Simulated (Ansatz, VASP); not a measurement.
## Ge in VASP and in Ansatz

File INCAR:

```
SYSTEM = Ge
PREC = Accurate
ENCUT = 520
EDIFF = 1E-7
ISMEAR = 0
SIGMA = 0.1
LREAL = .False.
LASPH = .True.
NELM = 100
ALGO = Normal
ISIF = 2
LWAVE = .False.
LCHARG = .True.
LDIPOL = .True.
IDIPOL = 3
DIPOL = 0.5 0.5 0.375
GGA = PE
IVDW = 12
LELF = .True.
LVHAR = .True.
LVACPOTAV = .True.
NBANDS = 36
```

The input KPOINTS:

```
Automatic mesh
0
Gamma
  9 9 1
  0 0 0
```

Contents of POSCAR:

```
Ge
1.0
    4.0226895311      0.0000000000      0.0000000000
   -2.0113447656      3.4837513255      0.0000000000
    0.0000000000      0.0000000000     18.8685220517
Ge
4
Direct
    0.3333333333      0.6666666667      0.2747571332
    0.6666666667      0.3333333333      0.2384924472
    1.5555555556     -0.5555555556      0.5108254915
    1.2222222222     -0.2222222222      0.4745608056
```

Input for Ansatz:

```yaml
crystal:
  lattice:
    - [4.0226895311, 0.0, 0.0]
    - [-2.0113447656, 3.4837513255, 0.0]
    - [0.0, 0.0, 18.8685220517]
  atoms:
    - { symbol: Ge, position: [0.3333333333, 0.6666666667, 0.2747571332] }
    - { symbol: Ge, position: [0.6666666667, 0.3333333333, 0.2384924472] }
    - { symbol: Ge, position: [1.5555555556, -0.5555555556, 0.5108254915] }
    - { symbol: Ge, position: [1.2222222222, -0.2222222222, 0.4745608056] }
basis:
  ecutwfc: 420
kpoints:
  mp_grid: { grid: [9, 9, 1] }
hamiltonian:
  xc: pbe
  pseudopotentials: { kind: paw, azcp: { folder: soft_1 } }
  dispersion: d3bj
scf:
  occupations: { method: gaussian, width: 0.1 }
output:
  forces: true
  eigenvalues: true
efield:
  axis: 3
  dipole_correction: true
  ramp_width: 0.04
```

Alike in both runs: task single point; functional PBE; dispersion D3(BJ); k mesh 9 × 9 × 1; occupations gaussian, width 0.1 eV; no spin polarisation.

|  | VASP | Ansatz |
| --- | --- | --- |
| version | VASP 6.6.1 | Ansatz 0.2.0 |
| potentials or method | VASP PAW PBE potentials, release 64 (Ge_d), cutoff 520 eV | scalar-relativistic, plane waves, PAW |
| valence electrons in the cell | 56 | 56 |

|  | VASP | Ansatz | Ansatz less VASP |
| --- | --- | --- | --- |
| gap on the k mesh at the Fermi level (eV) | 0.42 | 0.42 | 0.000 |
| least direct gap on the mesh (eV) | 0.42 | 0.42 | 0.000 |
| rms of the force components (eV/Å) | 0.077 | 0.077 | -0.0002 |

Atom by atom the forces differ by 0.001 eV/Å (rms over components).
